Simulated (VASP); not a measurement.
# GaN: single point with PBE+D3(BJ)

The system is GaN.

```
Ga N
1.0
     3.19655    0.00000    0.00000
    -1.59827    2.76829    0.00000
     0.00000    0.00000    5.20868
Ga N
2 2
Cartesian
  1.5983 0.9228 2.6001
  0.0000 1.8455 5.2045
  1.5983 0.9228 4.5618
  0.0000 1.8455 1.9575
```

```
Program             : VASP 6.6.1
Task                : single point
Functional          : PBE
Dispersion          : D3(BJ)
Potentials or basis : VASP PAW PBE potentials, release 64 (Ga_d, N)
Cutoff              : 520 eV
k mesh              : 12 × 12 × 6
Occupations         : gaussian, width 0.02 eV
Spin                : no spin polarisation
```

* Pressure: 0.1 GPa
* Band gap on the k mesh: 1.85 eV, direct
* Dispersion energy per atom: -0.252 eV

Levels at points of the mesh, in eV from the valence-band top:
```csv
k point,band 16,band 17,band 18,band 19,band 20,band 21
"(0.00, 0.00, 0.00)",-0.04,0.00,0.00,1.85,4.20,9.14
"(0.50, 0.00, 0.00)",-2.71,-2.17,-0.99,5.04,5.50,6.02
"(0.00, 0.00, 0.50)",-0.52,-0.52,-0.52,4.19,4.19,8.42
"(0.50, 0.00, 0.50)",-1.92,-1.87,-1.87,4.37,4.37,7.70
```

Wall time 63 s on 1 thread of Intel(R) Xeon(R) Platinum 8259CL CPU @ 2.50GHz (Skylake/Cascade Lake), with other jobs on the host, peak memory 0.22 GiB.

As with any semilocal functional, this PBE gap is likely too small.
